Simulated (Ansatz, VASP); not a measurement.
## One calculation of MgSn4N, two programs

```
CELL_PARAMETERS angstrom
5.56618 0.00000 0.00000
0.00000 5.56618 0.00000
0.00000 0.00000 5.56618
ATOMIC_POSITIONS crystal
Mg 0.50000 0.50000 0.50000
Sn 0.22206 0.22206 0.22206
Sn 0.22206 0.77794 0.77794
Sn 0.77794 0.77794 0.22206
Sn 0.77794 0.22206 0.77794
N 0.00000 0.00000 0.00000
```

Change from the starting cell: species swapped into the H4BrN type (P-43m, No. 215).

Alike in both runs: functional PBE; k mesh 8 × 8 × 8; occupations gaussian, width 0.1 eV; no spin polarisation.

Ansatz relaxed the structure, and its values are those at the end. VASP's run is a single point on that final structure, the one shown.

|  | VASP | Ansatz |
| --- | --- | --- |
| version | VASP 6.6.1 | Ansatz 0.2.0 |
| potentials or method | VASP PAW PBE potentials, release 64 (Mg, Sn_d, N), cutoff 520 eV | scalar-relativistic, plane waves, PAW |
| valence electrons in the cell | 63 | 71 |

```csv
,VASP,Ansatz,Ansatz less VASP
gap on the k mesh at the Fermi level (eV),none,none,-
pressure (GPa),0.0,0.0,+0.03
rms of the force components (eV/Å),0.010,0.000,-0.0093
```

A gap of «none» marks a metal or a gap that the smearing closes. The functional is the same, so the differences come from potentials, cutoffs and numerics. VASP's potentials hold 63 valence electrons a cell and Ansatz's 71, so a difference there can come from the potentials and not from the codes.
